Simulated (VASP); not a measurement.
# SiC (Moissanite) (P6_3mc) in VASP: settings compared, part 2 of 2

VASP 6.6.1. The steps go on from the part before.

## 4. Single point, RPBE

File INCAR:

```
SYSTEM = SiC
  PREC = Accurate
  ENCUT = 520
  EDIFF = 1E-6
  ISMEAR = 0
  SIGMA = 0.01
  LREAL = .False.
  LASPH = .True.
  NELM = 100
  ALGO = Normal
  ISIF = 2
  LWAVE = .False.
  LCHARG = .True.
  GGA = RP
  LELF = .True.
  LVHAR = .True.
  NBANDS = 16
```

File KPOINTS:

```
regular mesh
0
Gamma
  6 6 4
  0 0 0
```

File POSCAR:

```
SiC
1.0
    3.0760000000      0.0000000000      0.0000000000
   -1.5380000000      2.6638941400      0.0000000000
    0.0000000000      0.0000000000      5.0480000000
Si C
2 2
Direct
    0.3333333333      0.6666666667      0.0000000000
    0.6666666667      0.3333333333      0.5000000000
    0.3333333333      0.6666666667      0.3850000000
    0.6666666667      0.3333333333      0.8850000000
```

Potentials or basis: VASP PAW PBE potentials, release 64 (Si, C).

Run with:

```
> cat potpaw_PBE.64/Si/POTCAR potpaw_PBE.64/C/POTCAR > POTCAR
> mpirun -np 1 vasp_std > vasp.out
```

OUTCAR:

```text
SYSTEM = SiC
   PREC = Accurate
   ENCUT = 520
   EDIFF = 1E-6
   ISMEAR = 0
   LREAL = .False.
   LASPH = .True.
   NELM = 100
   ISIF = 2
   GGA = RP

 ion  position               nearest neighbor table
   1  0.333  0.667  0.000-   4 1.87   4 1.87   4 1.87   3 1.94   2 3.09   2 3.09   2 3.09   2 3.09
                             2 3.09   2 3.09
   2  0.667  0.333  0.500-   3 1.87   3 1.87   3 1.87   4 1.94   1 3.09   1 3.09   1 3.09   1 3.09
                             1 3.09   1 3.09
   3  0.333  0.667  0.385-   2 1.87   2 1.87   2 1.87   1 1.94
   4  0.667  0.333  0.885-   1 1.87   1 1.87   1 1.87   2 1.94

  LATTYP: Found a hexagonal cell.
 ALAT       =     3.0760000000
 C/A-ratio  =     1.6410923277

  Lattice vectors:

 A1 = (   3.0760000000,   0.0000000000,   0.0000000000)
 A2 = (  -1.5380000000,   2.6638941400,   0.0000000000)
 A3 = (   0.0000000000,   0.0000000000,   5.0480000000)

Analysis of symmetry for initial positions (statically):
=====================================================================
 Subroutine PRICEL returns:
 Original cell was already a primitive cell.

[... 175 lines left out ...]
 cond. band min:      10.8626244827   @ k =   0.3333   0.3333   0.0000
 fundamental gap:      2.3597771111
 Fermi energy:         8.6167965876

 k-point     1 :       0.0000    0.0000    0.0000
  band No.  band energies     occupation
      1      -7.2431      2.00000
      2      -3.7584      2.00000
      3      -0.1762      2.00000
      4       6.9492      2.00000
      5       6.9492      2.00000
      6       8.2266      2.00000
[... 376 lines left out ...]
      3       0.5885      2.00000
      4       0.5885      2.00000
      5       2.6626      2.00000
      6       2.6626      2.00000
[... 8 lines left out ...]
     15      19.9211      0.00000
     16      19.9211      0.00000

------------------------ aborting loop because EDIFF is reached ----------------------------------------

  FORCE on cell =-STRESS in cart. coord.  units (eV):
  Direction    XX          YY          ZZ          XY          YZ          ZX
  --------------------------------------------------------------------------------------
  -------------------------------------------------------------------------------------
  Total        2.1220667      2.1220667      0.7427071      0.0000000      0.0000000      0.0000000
  in kB       82.1952989     82.1952987     28.7677266      0.0000000      0.0000000      0.0000000
  external PRESSURE =      64.3861081 kB  Pullay stress =       0.0000000 kB

 VOLUME and BASIS-vectors are now :
 -----------------------------------------------------------------------------
  energy-cutoff  :      520.00
  volume of cell :       41.36
      direct lattice vectors                 reciprocal lattice vectors
     3.076000000  0.000000000  0.000000000     0.325097529  0.187695146  0.000000000
    -1.538000000  2.663894140  0.000000000     0.000000000  0.375390292  0.000000000
     0.000000000  0.000000000  5.048000000     0.000000000  0.000000000  0.198098257

 POSITION                                       TOTAL-FORCE (eV/Angst)
 -----------------------------------------------------------------------------------
     -0.00000      1.77593      0.00000        -0.000000      0.000000      0.751229
      1.53800      0.88796      2.52400         0.000000     -0.000000      0.751229
     -0.00000      1.77593      1.94348        -0.000000      0.000000     -0.751229
      1.53800      0.88796      4.46748         0.000000     -0.000000     -0.751229
 -----------------------------------------------------------------------------------
    total drift:                                0.000000      0.000000     -0.000374

  FREE ENERGIE OF THE ION-ELECTRON SYSTEM (eV)
  ---------------------------------------------------
  free  energy   TOTEN  =       -28.5687508510 eV

  energy  without entropy=      -28.5687508510  energy(sigma->0) =      -28.56875085
```

OSZICAR:

```text
N       E                     dE             d eps       ncg     rms          rms(c)
DAV:   1     0.260579975644E+02    0.26058E+02   -0.71105E+03   672   0.894E+02
DAV:   2    -0.297880735160E+02   -0.55846E+02   -0.49555E+02   968   0.154E+02
DAV:   3    -0.321526456117E+02   -0.23646E+01   -0.23539E+01   864   0.297E+01
DAV:   4    -0.321699145042E+02   -0.17269E-01   -0.17265E-01   856   0.311E+00
DAV:   5    -0.321700783479E+02   -0.16384E-03   -0.16384E-03   832   0.288E-01    0.133E+01
DAV:   6    -0.286440936052E+02    0.35260E+01   -0.61758E+00   864   0.152E+01    0.629E+00
DAV:   7    -0.285746565545E+02    0.69437E-01   -0.11278E+00   952   0.622E+00    0.263E+00
DAV:   8    -0.285677437398E+02    0.69128E-02   -0.44937E-02   744   0.138E+00    0.657E-01
DAV:   9    -0.285681296199E+02   -0.38588E-03   -0.82276E-03   840   0.629E-01    0.141E-01
DAV:  10    -0.285687105408E+02   -0.58092E-03   -0.12623E-03   784   0.211E-01    0.592E-02
DAV:  11    -0.285687474175E+02   -0.36877E-04   -0.16090E-04   816   0.879E-02    0.912E-03
DAV:  12    -0.285687499162E+02   -0.24987E-05   -0.11022E-05   872   0.213E-02    0.401E-03
DAV:  13    -0.285687508510E+02   -0.93481E-06   -0.12238E-06   728   0.729E-03
   1 F= -.28568751E+02 E0= -.28568751E+02  d E =-.159377E-60
```

Run time: 8.7 s. Hardware: 1 thread of Intel Xeon Platinum 8488C (Sapphire Rapids), shared host; peak memory 0.14 GiB.

What came out:

```yaml
Free_energy: -28.5688 eV
Pressure: 6.4 GPa
Largest_force: 0.751 eV/Å
Band_gap_on_the_k_mesh: 2.36 eV, indirect (least direct gap 4.11 eV)
```

Forces on the atoms (eV/Å):
```
Si   0.000  0.000  0.751
Si   0.000  0.000  0.751
C    0.000  0.000 -0.751
C    0.000  0.000 -0.751
```

Caveat: the PAW data sets were made with another functional, which shifts forces and pressure a little.

## 5. Overview

```tsv
level	gap on the mesh (eV)	pressure (GPa)	largest force (eV/Å)
revPBE	2.35	5.7	0.75
PBEsol	2.16	0.6	0.74
RPBE	2.36	6.4	0.75
```

Alike in all rows: task single point; potentials or basis VASP PAW PBE potentials, release 64 (Si, C); no spin polarisation; cell as given; k mesh 6 × 6 × 4; cutoff (eV) 520; smearing gaussian 0.01 eV.

On the cell as given the gap runs from 2.16 eV (PBEsol) to 2.36 eV (RPBE). The pressure there spans 0.6 GPa (PBEsol) to 6.4 GPa (RPBE); a positive pressure means that this level wants a larger cell, a negative one a smaller.

Caveats: the PAW data sets were made with another functional, which shifts forces and pressure a little.

Total energies depend on the potentials used, so only differences within one code and one set of settings carry meaning.
